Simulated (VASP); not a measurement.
## NiGe: single point with PBEsol

NiGe:

```xyz
2
Lattice="2.9294 0.0000 0.0000 0.0000 2.9294 0.0000 0.0000 0.0000 2.9267" Properties=species:S:1:pos:R:3 pbc="T T T"
Ni    0.0000    0.0000    0.0000
Ge    1.4647    1.4647    1.4633
```

| Item | Value |
| --- | --- |
| Program | VASP 6.6.1 |
| Task | single point |
| Functional | PBEsol |
| Potentials or basis | VASP PAW PBE potentials, release 64 (Ni, Ge_d) |
| Cutoff | 520 eV |
| k mesh | 16 × 16 × 12 |
| Occupations | gaussian, width 0.1 eV |
| Spin | no spin polarisation |

```
Pressure               : 0.2 GPa
Band gap on the k mesh : zero (bands 12 and 13 overlap by 3.58 eV)
```

Levels at points of the mesh, in eV from the Fermi level:
```
           k point  band 9  band 10  band 11  band 12  band 13  band 14  band 15  band 16
(0.00, 0.00, 0.00)   -1.75    -1.74    -1.74     2.57     2.57     2.60     8.11     8.72
(0.50, 0.00, 0.00)   -2.69    -2.68    -1.70    -1.02     7.00     7.02     9.32    10.25
(0.50, 0.50, 0.00)   -3.37    -2.20    -2.20    -1.23    -0.13     1.29     7.52    13.20
(0.00, 0.00, 0.50)   -2.69    -2.69    -1.71    -1.02     7.01     7.01     9.32    10.24
(0.50, 0.00, 0.50)   -3.37    -2.20    -2.20    -1.23    -0.13     1.30     7.51    13.18
(0.50, 0.50, 0.50)   -3.94    -1.20    -1.20     2.15     2.15     2.15     2.40     2.41
```

Run time: 36 s on 1 thread of Intel(R) Xeon(R) 6975P-C (Granite Rapids) (shared host), peak memory 0.26 GiB.

Caveat: the PAW data sets were made with another functional, which shifts forces and pressure a little. Spin polarisation is off, so any magnetic state and its effect on volume and gap are missing.
